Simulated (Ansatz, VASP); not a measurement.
BN in VASP and in Ansatz

```xyz
4
Lattice="2.4644 0.0000 0.0000 -1.2322 2.1343 0.0000 0.0000 0.0000 7.2573" Properties=species:S:1:pos:R:3 pbc="T T T"
B     0.0000    1.4228    1.8143
B     1.2322    0.7114    5.4430
N     0.0000    1.4228    5.4430
N     1.2322    0.7114    1.8143
```

Alike in both runs: task single point; functional LDA; k mesh 12 × 12 × 4; occupations gaussian, width 0.05 eV; no spin polarisation.

|  | VASP | Ansatz |
| --- | --- | --- |
| version | VASP 6.6.1 | Ansatz 0.2.0 |
| potentials or method | VASP PAW LDA potentials, release 64 (B, N), cutoff 520 eV | scalar-relativistic, plane waves, PAW |
| valence electrons in the cell | 16 | 16 |

```csv
,VASP,Ansatz,Ansatz less VASP
gap on the k mesh at the Fermi level (eV),4.29,4.31,+0.012
least direct gap on the mesh (eV),4.64,4.64,+0.006
pressure (GPa),6.8,6.3,-0.56
"traceless stress, the component that is largest in VASP (GPa)",-8.45,-7.70,+0.751
```

Ansatz warns that its potentials were made for another functional, while VASP's fit it. LDA's correlation is that of Perdew and Zunger in VASP and of Perdew and Wang (1992) in Ansatz.
